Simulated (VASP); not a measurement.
Set up this calculation in VASP 6.6.1, as the native input.

```yaml
Task: single point
Functional: PBE
Potentials_or_basis: VASP PAW PBE potentials, release 64 (Nb_sv, F, Be)
Cutoff: 520 eV
k_mesh: 4 × 4 × 3
Occupations: gaussian, width 0.1 eV
Spin: no spin polarisation
Dipole_correction: no
Further_INCAR_settings: ALGO = Normal; EDIFF = 1e-06; NBANDS = 40
```

The structure of Be2NbF6 lies in POSCAR:

```
Be2NbF6
1.0
    2.4074980600      4.1699089600      0.0000000000
   -2.4074980000      4.1699089300      0.0000000000
    0.0000000000      0.0000000000      4.4791480000
Nb F Be
1 6 2
Direct
   -0.0052553250      0.0020468617     -0.0016768814
    0.3303523118      0.6576680645      0.2722372648
   -0.0168620214      0.3579087983      0.2785962866
    0.6585745987     -0.0054500279      0.2814626800
    0.0003956525      0.6623770954      0.7205428354
    0.6720842872      0.3524292097      0.7227910308
    0.3628415327     -0.0255039522      0.7439678260
    0.3390412530      0.3416352408      0.4903698203
    0.6995631835      0.6384669924      0.4856035121
```

These files were run (other wordings do the same):

INCAR

```
PREC     = Accurate       # precision mode
ENCUT    = 520            # plane-wave cutoff, eV
EDIFF    = 1E-6           # SCF threshold, eV
ISMEAR   = 0              # smearing method
SIGMA    = 0.1            # smearing width, eV
LREAL    = F              # projectors in reciprocal space
LASPH    = T              # aspherical terms in the spheres
NELM     = 120            # most SCF steps
ALGO     = Normal         # electronic algorithm
ISIF     = 2              # what is computed and relaxed
LWAVE    = F              # write WAVECAR
LCHARG   = F              # write CHGCAR
GGA      = PE             # functional
NBANDS   = 40             # bands
GGA_COMPAT= F
```

KPOINTS

```
regular mesh
0
Gamma
  4 4 3
```

Potentials or basis: VASP PAW PBE potentials, release 64 (Nb_sv, F, Be).

The run is started by

```sh
$ cat potpaw_PBE.64/Nb_sv/POTCAR potpaw_PBE.64/F/POTCAR potpaw_PBE.64/Be/POTCAR > POTCAR
$ mpirun -np 1 vasp_std > vasp.out
```

Results of the run:

The pressure is 6.1 GPa and the largest force is 3.393 eV/Å. The band gap on the k mesh is zero (an odd number of electrons rules out a gap without spin polarisation).

Caveat: the k points lie up to 0.47 Å⁻¹ apart, too coarse for converged energies and pressures of a metal; an odd number of electrons without spin polarisation forces a metal; a magnetic or distorted state may lie lower.

It took 75 s on 1 thread of Intel(R) Xeon(R) Platinum 8375C CPU @ 2.90GHz (Ice Lake) (shared host), peak memory 0.24 GiB.
